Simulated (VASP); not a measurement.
# Cd2Mo (P6/mmm) in VASP: further runs, part 2 of 2

VASP 6.6.1.

## 3. Single point, PBE

This run uses another cell than the first one, of the same volume but with other edges.

The input, INCAR:

```
PREC     = Accurate       # precision mode
ENCUT    = 520            # plane-wave cutoff, eV
EDIFF    = 1E-6           # SCF threshold, eV
ISMEAR   = 0              # smearing method
SIGMA    = 0.1            # smearing width, eV
LREAL    = False          # projectors in reciprocal space
LASPH    = True           # aspherical terms in the spheres
NELM     = 80             # most SCF steps
ALGO     = Fast           # electronic algorithm
ISIF     = 2              # what is computed and relaxed
LWAVE    = False          # write WAVECAR
LCHARG   = False          # write CHGCAR
GGA      = PE             # functional
NBANDS   = 26             # bands
```

The input, KPOINTS:

```
regular mesh
0
Gamma
  12 12 16
```

The input, POSCAR:

```
Cd2Mo
1.0
    4.8687327281      0.0000000000      0.0000000000
   -2.4343663641      4.2164462268      0.0000000000
    0.0000000000      0.0000000000      2.7566202229
Cd Mo
2 1
Direct
    0.3333333333      0.6666666667      0.5000000000
    0.6666666667      0.3333333333      0.5000000000
    0.0000000000      0.0000000000      0.0000000000
```

Potentials or basis: VASP PAW PBE potentials, release 64 (Cd, Mo_sv).

Launch:

```
$ cat potpaw_PBE.64/Cd/POTCAR potpaw_PBE.64/Mo_sv/POTCAR > POTCAR
$ mpirun -np 1 vasp_std > vasp.out
```

OUTCAR:

```text
PREC = Accurate
   ENCUT = 520
   EDIFF = 1E-6
   ISMEAR = 0
   LREAL = False
   LASPH = True
   NELM = 80
   ISIF = 2
   GGA = PE

 ion  position               nearest neighbor table
   1  0.333  0.667  0.500-   2 2.81   2 2.81   2 2.81   3 3.13   3 3.13   3 3.13   3 3.13   3 3.13
                             3 3.13
   2  0.667  0.333  0.500-   1 2.81   1 2.81   1 2.81   3 3.13   3 3.13   3 3.13   3 3.13   3 3.13
                             3 3.13
   3  0.000  0.000  0.000-   1 3.13   2 3.13   1 3.13   2 3.13   2 3.13   2 3.13   1 3.13   1 3.13
                             2 3.13   2 3.13   1 3.13   1 3.13

  LATTYP: Found a hexagonal cell.
 ALAT       =     4.8687327281
 C/A-ratio  =     0.5661884471

  Lattice vectors:

 A1 = (   4.8687327281,   0.0000000000,   0.0000000000)
 A2 = (  -2.4343663641,   4.2164462268,   0.0000000000)
 A3 = (   0.0000000000,   0.0000000000,   2.7566202229)

Analysis of symmetry for initial positions (statically):
=====================================================================
 Subroutine PRICEL returns:
 Original cell was already a primitive cell.

 Routine SETGRP: Setting up the symmetry group for a
 hexagonal supercell.

 Subroutine GETGRP returns: Found 24 space group operations
 (whereof 24 operations were pure point group operations)
 out of a pool of 24 trial point group operations.

The static configuration has the point symmetry D_6h.

Analysis of symmetry for dynamics (positions and initial velocities):
=====================================================================
 Subroutine PRICEL returns:
 Original cell was already a primitive cell.

 Routine SETGRP: Setting up the symmetry group for a
 hexagonal supercell.

 Subroutine GETGRP returns: Found 24 space group operations
 (whereof 24 operations were pure point group operations)
 out of a pool of 24 trial point group operations.

The dynamic configuration has the point symmetry D_6h.

[... 116 lines left out ...]
   EFERMI_NEDOS =   21; number of points for ismear=-14 and -15
   IALGO  =     68    algorithm
   IMIX   =      4    mixing-type and parameters
     AMIX     =   0.40;   BMIX     =  1.00
     AMIX_MAG =   1.60;   BMIX_MAG =  1.00
  volume/ion in A,a.u.               =      18.86       127.30
  Fermi-wavevector in a.u.,A,eV,Ry     =   1.433583  2.709079 27.962158  2.055161
  Thomas-Fermi vector in A             =   2.553085
   LORBIT       =      0    0 simple, 1 ext, 2 COOP (PROOUT), +10 PAW based schemes
   GGA     = PE    functional components
   LHFCALC =     F    Hartree Fock is set to
   AEXX    =    0.0000 exact exchange contribution
   IVDW    =     0    specifies the selected vdW correction
   LEPSILON=     F    determine dielectric tensor
   LRPA    =     F    only Hartree local field effects (RPA)
 non-spin polarized calculation
 RMM-DIIS sequential band-by-band and
 Gauss-broadening in eV      SIGMA  =   0.10
  energy-cutoff  :      520.00
  volume of cell :       56.59
 maximum number of plane-waves:      1545
   NGX = 19   NGY = 19   NGZ = 11

 number of electron      38.0000012 magnetization

 Free energy of the ion-electron system (eV)
  ---------------------------------------------------
  ext. energy  EPLUGINS =         0.00000000
  ---------------------------------------------------
  free energy    TOTEN  =       -10.64432434 eV

  energy without entropy =      -10.62621641  energy(sigma->0) =      -10.63527038

 E-fermi :   5.5024     XC(G=0): -11.9584

 val. band max:        5.4901338286   @ k =   0.5000  -0.0000   0.2500
 cond. band min:       5.5095190782   @ k =   0.5000  -0.0000   0.4375
 fundamental gap:      0.0193852497
 Fermi energy:         5.5023934985

 k-point     1 :       0.0000    0.0000    0.0000
  band No.  band energies     occupation
      1     -55.2329      2.00000
      2     -29.3085      2.00000
      3     -29.3085      2.00000
      4     -28.8626      2.00000
      5      -4.4451      2.00000
      6      -4.0224      2.00000
[... 685 lines left out ...]
     25      13.5562      0.00000
     26      15.7580      0.00000

 [... further k-points ...]

------------------------ aborting loop because EDIFF is reached ----------------------------------------

  FORCE on cell =-STRESS in cart. coord.  units (eV):
  Direction    XX          YY          ZZ          XY          YZ          ZX
  --------------------------------------------------------------------------------------
  -------------------------------------------------------------------------------------
  Total        0.2444739      0.2444739      0.2528107     -0.0000000      0.0000000      0.0000000
  in kB        6.9215538      6.9215538      7.1575871     -0.0000000      0.0000000      0.0000000
  external PRESSURE =       7.0002316 kB  Pullay stress =       0.0000000 kB

 VOLUME and BASIS-vectors are now :
 -----------------------------------------------------------------------------
  energy-cutoff  :      520.00
  volume of cell :       56.59
      direct lattice vectors                 reciprocal lattice vectors
     4.868732728  0.000000000  0.000000000     0.205392256  0.118583274  0.000000000
    -2.434366364  4.216446227  0.000000000     0.000000000  0.237166549  0.000000000
     0.000000000  0.000000000  2.756620223     0.000000000  0.000000000  0.362763065

 POSITION                                       TOTAL-FORCE (eV/Angst)
 -----------------------------------------------------------------------------------
     -0.00000      2.81096      1.37831        -0.000000     -0.000000      0.000000
      2.43437      1.40548      1.37831         0.000000      0.000000      0.000000
      0.00000      0.00000      0.00000         0.000000      0.000000      0.000000
 -----------------------------------------------------------------------------------
    total drift:                                0.000000      0.000000     -0.000000

  FREE ENERGIE OF THE ION-ELECTRON SYSTEM (eV)
  ---------------------------------------------------
  free  energy   TOTEN  =       -10.6443243439 eV

  energy  without entropy=      -10.6262164136  energy(sigma->0) =      -10.63527038
```

It took 2.2 min on 1 thread of Oxide Virtual Turin-like, shared host; peak memory 0.32 GiB.

Results:

```
Free energy            : -10.6443 eV
Pressure               : 0.7 GPa
Band gap on the k mesh : zero (bands 19 and 20 overlap by 1.96 eV)
```

## 4. Relaxation of cell and atoms, PBE

This run uses another cell than the first one, of 18.86 Å³/atom.

The input, INCAR:

```
SYSTEM = Cd2Mo
PREC = Accurate ; ENCUT = 600
EDIFF = 1E-6 ; ISMEAR = 0
SIGMA = 0.1 ; LREAL = .FALSE.
LASPH = .TRUE. ; NELM = 100
ALGO = Fast ; ISIF = 3
LWAVE = .FALSE. ; LCHARG = .FALSE.
GGA = PE ; IBRION = 2
NSW = 100 ; EDIFFG = -0.01
```

The input, KPOINTS:

```
Automatic mesh
0
G
  12 12 16
  0 0 0
```

The input, POSCAR:

```
Cd2Mo
1.0
    4.8924411218      0.0000000000      0.0000000000
   -2.4462205609      4.2369782980      0.0000000000
    0.0000000000      0.0000000000      2.7288294684
Cd Mo
2 1
Direct
    0.3333333333      0.6666666667      0.5000000000
    0.6666666667      0.3333333333      0.5000000000
    0.0000000000      0.0000000000      0.0000000000
```

Potentials or basis: VASP PAW PBE potentials, release 64 (Cd, Mo_sv).

Launch:

```
$ cat potpaw_PBE.64/Cd/POTCAR potpaw_PBE.64/Mo_sv/POTCAR > POTCAR
$ mpirun -np 1 vasp_std > vasp.out
```

OUTCAR:

```text
SYSTEM = Cd2Mo
   PREC = Accurate
   ENCUT = 600
   EDIFF = 1E-6
   ISMEAR = 0
   LREAL = .FALSE.
   LASPH = .TRUE.
   NELM = 100
   ISIF = 3
   GGA = PE
   IBRION = 2
   NSW = 100
   EDIFFG = -0.01

 ion  position               nearest neighbor table
   1  0.333  0.667  0.500-   2 2.82   2 2.82   2 2.82   3 3.14   3 3.14   3 3.14   3 3.14   3 3.14
                             3 3.14
   2  0.667  0.333  0.500-   1 2.82   1 2.82   1 2.82   3 3.14   3 3.14   3 3.14   3 3.14   3 3.14
                             3 3.14
   3  0.000  0.000  0.000-   1 3.14   2 3.14   1 3.14   2 3.14   2 3.14   2 3.14   1 3.14   1 3.14
                             2 3.14   2 3.14   1 3.14   1 3.14

  LATTYP: Found a hexagonal cell.
 ALAT       =     4.8924411218
 C/A-ratio  =     0.5577643962

  Lattice vectors:

 A1 = (   4.8924411218,   0.0000000000,   0.0000000000)
 A2 = (  -2.4462205609,   4.2369782980,   0.0000000000)
 A3 = (   0.0000000000,   0.0000000000,   2.7288294684)

Analysis of symmetry for initial positions (statically):
=====================================================================
 Subroutine PRICEL returns:
 Original cell was already a primitive cell.

 Routine SETGRP: Setting up the symmetry group for a
 hexagonal supercell.

 Subroutine GETGRP returns: Found 24 space group operations
 (whereof 24 operations were pure point group operations)
 out of a pool of 24 trial point group operations.

The static configuration has the point symmetry D_6h.

Analysis of symmetry for dynamics (positions and initial velocities):
=====================================================================
 Subroutine PRICEL returns:
 Original cell was already a primitive cell.

 Routine SETGRP: Setting up the symmetry group for a
 hexagonal supercell.

 Subroutine GETGRP returns: Found 24 space group operations
 (whereof 24 operations were pure point group operations)
 out of a pool of 24 trial point group operations.

The dynamic configuration has the point symmetry D_6h.

 Subroutine INISYM returns: Found 24 space group operations
 (whereof 24 operations are pure point group operations),
 and found     1 'primitive' translations

----------------------------------------------------------------------------------------

                                     Primitive cell

  volume of cell :      56.5664

  direct lattice vectors                    reciprocal lattice vectors
     4.892441122  0.000000000  0.000000000     0.204396941  0.118008629  0.000000000
    -2.446220561  4.236978298  0.000000000     0.000000000  0.236017258  0.000000000
     0.000000000  0.000000000  2.728829468     0.000000000  0.000000000  0.366457491

  length of vectors
     4.892441122  4.892441122  2.728829468     0.236017258  0.236017258  0.366457491

  position of ions in fractional coordinates (direct lattice)
     0.333333333  0.666666667  0.500000000
     0.666666667  0.333333333  0.500000000
     0.000000000  0.000000000  0.000000000

  ion indices of the primitive-cell ions
   primitive index   ion index
                 1           1
                 2           2
                 3           3
[... 34 lines left out ...]
  0.416667 -0.000000  0.000000      6.000000
[... 16 lines left out ...]
  0.250000 -0.000000  0.062500     12.000000
  0.333333  0.000000  0.062500     12.000000
 [... further k-points ...]
   k-points           NKPTS =    171   k-points in BZ     NKDIM =    171   number of bands    NBANDS=     23
   number of dos      NEDOS =    301   number of ions     NIONS =      3
   total plane-waves  NPLWV =  38400
   dimension x,y,z NGX =    40 NGY =   40 NGZ =   24
   dimension x,y,z NGXF=    80 NGYF=   80 NGZF=   48
   ions per type =               2   1
   NGX,Y,Z   is equivalent  to a cutoff of  13.59, 13.59, 14.62 a.u.
   NGXF,Y,Z  is equivalent  to a cutoff of  27.18, 27.18, 29.24 a.u.
 SYSTEM =  Cd2Mo
   PREC   = accura    normal or accurate (medium, high low for compatibility)
   ISTART =      0    job   : 0-new  1-cont  2-samecut
   ICHARG =      2    charge: 1-file 2-atom 10-const
   ISPIN  =      1    spin polarized calculation?
   LNONCOLLINEAR =      F non collinear calculations
   LSORBIT =      F    spin-orbit coupling
   LASPH  =      T    aspherical Exc in radial PAW
   ENCUT  =  600.0 eV  44.10 Ry    6.64 a.u.   9.77  9.77  5.45*2*pi/ulx,y,z
   NELM   =    100;   NELMIN=  2; NELMDL= -5     # of ELM steps
   EDIFF  = 0.1E-05   stopping-criterion for ELM
   LREAL  =      F    real-space projection
   EDIFFG = -.1E-01   stopping-criterion for IOM
   NSW    =    100    number of steps for IOM
   IBRION =      2    ionic relax: 0-MD 1-quasi-New 2-CG
   NFREE  =      1    steps in history (QN), initial steepest desc. (CG)
   ISIF   =      3    stress and relaxation
   ISYM   =      2    0-nonsym 1-usesym 2-fastsym
   POTIM  = 0.5000    time-step for ionic-motion
   TEBEG  =    0.0;   TEEND  =   0.0 temperature during run
   PSTRESS=    0.0 pullay stress
   NELECT =      38.0000    total number of electrons
   NUPDOWN=      -1.0000    fix difference up-down
   EMIN   =  10.00;   EMAX   =-10.00  energy-range for DOS
   EFERMI =   0.00;   METHOD = LEGACY
   ISMEAR =     0;   SIGMA  =   0.10  broadening in eV -4-tet -1-fermi 0-gaus
   EFERMI_NEDOS =   21; number of points for ismear=-14 and -15
   IALGO  =     68    algorithm
   IMIX   =      4    mixing-type and parameters
     AMIX     =   0.40;   BMIX     =  1.00
     AMIX_MAG =   1.60;   BMIX_MAG =  1.00
  volume/ion in A,a.u.               =      18.86       127.24
  Fermi-wavevector in a.u.,A,eV,Ry     =   1.433783  2.709456 27.969936  2.055732
  Thomas-Fermi vector in A             =   2.553263
   LORBIT       =      0    0 simple, 1 ext, 2 COOP (PROOUT), +10 PAW based schemes
   GGA     = PE    functional components
   LHFCALC =     F    Hartree Fock is set to
   AEXX    =    0.0000 exact exchange contribution
   IVDW    =     0    specifies the selected vdW correction
   LEPSILON=     F    determine dielectric tensor
   LRPA    =     F    only Hartree local field effects (RPA)
 conjugate gradient relaxation of ions
 non-spin polarized calculation
 RMM-DIIS sequential band-by-band and
 Gauss-broadening in eV      SIGMA  =   0.10
  energy-cutoff  :      600.00
  volume of cell :       56.57
 maximum number of plane-waves:      1908
 NGX is ok and might be reduce to    40

--------------------------------------- Ionic step        1  -------------------------------------------

 number of electron      37.9999995 magnetization

 Free energy of the ion-electron system (eV)
  ---------------------------------------------------
  ext. energy  EPLUGINS =         0.00000000
  ---------------------------------------------------
  free energy    TOTEN  =       -10.64082470 eV

  energy without entropy =      -10.62555936  energy(sigma->0) =      -10.63319203

------------------------ aborting loop because EDIFF is reached ----------------------------------------

  FORCE on cell =-STRESS in cart. coord.  units (eV):
  Direction    XX          YY          ZZ          XY          YZ          ZX
  --------------------------------------------------------------------------------------
  -------------------------------------------------------------------------------------
  Total        0.0827841      0.0827841      0.6656249      0.0000000      0.0000000      0.0000000
  in kB        2.3447637      2.3447637     18.8530613      0.0000000      0.0000000      0.0000000
  external PRESSURE =       7.8475296 kB  Pullay stress =       0.0000000 kB
[... 246 lines left out ...]
--------------------------------------- Ionic step        8  -------------------------------------------

 number of electron      37.9999993 magnetization

 Free energy of the ion-electron system (eV)
  ---------------------------------------------------
  ext. energy  EPLUGINS =         0.00000000
  ---------------------------------------------------
  free energy    TOTEN  =       -10.64416593 eV

  energy without entropy =      -10.62616591  energy(sigma->0) =      -10.63516592

 E-fermi :   5.4596     XC(G=0): -11.9338

 val. band max:        5.4473143596   @ k =   0.5000  -0.0000   0.2500
 cond. band min:       5.4708137172   @ k =   0.5000  -0.0000   0.4375
 fundamental gap:      0.0234993576
 Fermi energy:         5.4595657846

 k-point     1 :       0.0000    0.0000    0.0000
  band No.  band energies     occupation
      1     -55.2785      2.00000
      2     -29.3533      2.00000
      3     -29.3533      2.00000
      4     -28.9109      2.00000
      5      -4.4723      2.00000
      6      -4.0551      2.00000
[... 613 lines left out ...]
     22       7.4869      0.00000
     23       8.5907      0.00000

 [... further k-points ...]

------------------------ aborting loop because EDIFF is reached ----------------------------------------

  FORCE on cell =-STRESS in cart. coord.  units (eV):
  Direction    XX          YY          ZZ          XY          YZ          ZX
  --------------------------------------------------------------------------------------
  -------------------------------------------------------------------------------------
  Total        0.0212823      0.0212823      0.0248706     -0.0000000      0.0000000      0.0000000
  in kB        0.5998540      0.5998540      0.7009931     -0.0000000      0.0000000      0.0000000
  external PRESSURE =       0.6335670 kB  Pullay stress =       0.0000000 kB
[... 18 lines left out ...]
  FREE ENERGIE OF THE ION-ELECTRON SYSTEM (eV)
  ---------------------------------------------------
  free  energy   TOTEN  =       -10.6441659345 eV

  energy  without entropy=      -10.6261659144  energy(sigma->0) =      -10.63516592

 reached required accuracy - stopping structural energy minimisation
```

OSZICAR:

```text
N       E                     dE             d eps       ncg     rms          rms(c)
DAV:   1     0.361014193917E+03    0.36101E+03   -0.22748E+04  7866   0.189E+03
DAV:   2    -0.311793905913E+00   -0.36133E+03   -0.35551E+03  8461   0.496E+02
DAV:   3    -0.112061791190E+02   -0.10894E+02   -0.10696E+02  9464   0.914E+01
[... 61 lines left out ...]
       N       E                     dE             d eps       ncg     rms          rms(c)
DAV:   1    -0.106441848661E+02   -0.21345E-04   -0.64261E-04  8350   0.233E-01    0.266E-02
RMM:   2    -0.106441698150E+02    0.15051E-04   -0.36484E-05  7898   0.506E-02    0.108E-02
RMM:   3    -0.106441668781E+02    0.29369E-05   -0.49968E-06  6552   0.160E-02    0.637E-03
RMM:   4    -0.106441659345E+02    0.94354E-06   -0.17323E-06  4520   0.909E-03
   8 F= -.10644166E+02 E0= -.10635166E+02  d E =-.860232E-03
```

It took 11 min on 1 thread of Oxide Virtual Turin-like, shared host; peak memory 0.37 GiB.

What came out:

| Quantity | Value |
| --- | --- |
| Free energy | -10.6442 eV |
| Relaxed volume | 18.95 Å³/atom |
| Relaxed cell | a = 4.878 Å, b = 4.878 Å, c = 2.759 Å, α = 90.00°, β = 90.00°, γ = 120.00° |
| Space group after relaxing (to 0.1 Å) | P6/mmm (No. 191) |
| Energy gained by relaxing | 1.1 meV/atom |
| Ionic steps | 8 |
| Pressure after relaxing | 0.1 GPa |
| Band gap on the k mesh | zero (bands 19 and 20 overlap by 1.94 eV) |

Step by step:
| step | energy change (eV) | largest force (eV/Å) | pressure (GPa) | volume (Å³) |
| --- | --- | --- | --- | --- |
| 1 | 0.0000 | 0.0000 | 0.78 | 56.57 |
| 2 | -0.0020 | 0.0000 | -0.78 | 57.32 |
| 3 | -0.0025 | 0.0000 | -0.33 | 57.09 |
| 4 | -0.0033 | 0.0000 | -0.04 | 56.91 |
| 5 | -0.0033 | 0.0000 | 0.05 | 56.86 |
| 6 | -0.0033 | 0.0000 | 0.06 | 56.85 |
| 7 | -0.0033 | 0.0000 | 0.08 | 56.84 |
| 8 | -0.0033 | 0.0000 | 0.06 | 56.84 |

Final structure:
```
Cd Mo
1.0
     4.87760    0.00000    0.00000
    -2.43880    4.22413    0.00000
     0.00000    0.00000    2.75893
Cd Mo
2 1
Direct
  0.33333 0.66667 0.50000
  0.66667 0.33333 0.50000
  0.00000 0.00000 0.00000
```

## 5. Overview

| task | cell | k mesh | cutoff (eV) | gap on the mesh (eV) | pressure (GPa) | relaxed volume (Å³/atom) |
| --- | --- | --- | --- | --- | --- | --- |
| relaxation of cell and atoms | relaxed from a = 4.740, b = 4.740, c = 2.914 Å, angles 90.0, 90.0, 120.0°, 3 atoms | 6 × 6 × 6 | 600 | none | 0.0 | 18.95 |
| single point | a = 4.869, b = 4.869, c = 2.757 Å, angles 90.0, 90.0, 120.0°, 3 atoms | 12 × 12 × 16 | 520 | none | 0.7 | - |
| relaxation of cell and atoms | relaxed from a = 4.892, b = 4.892, c = 2.729 Å, angles 90.0, 90.0, 120.0°, 3 atoms | 12 × 12 × 16 | 600 | none | 0.1 | 18.95 |

Alike in all rows: level PBE; potentials or basis VASP PAW PBE potentials, release 64 (Cd, Mo_sv); no spin polarisation; smearing gaussian 0.1 eV.

Absolute energies hang on the potentials; compare differences alone.

The gap in the log of VASP goes by the Fermi energy; the results here count the filled bands.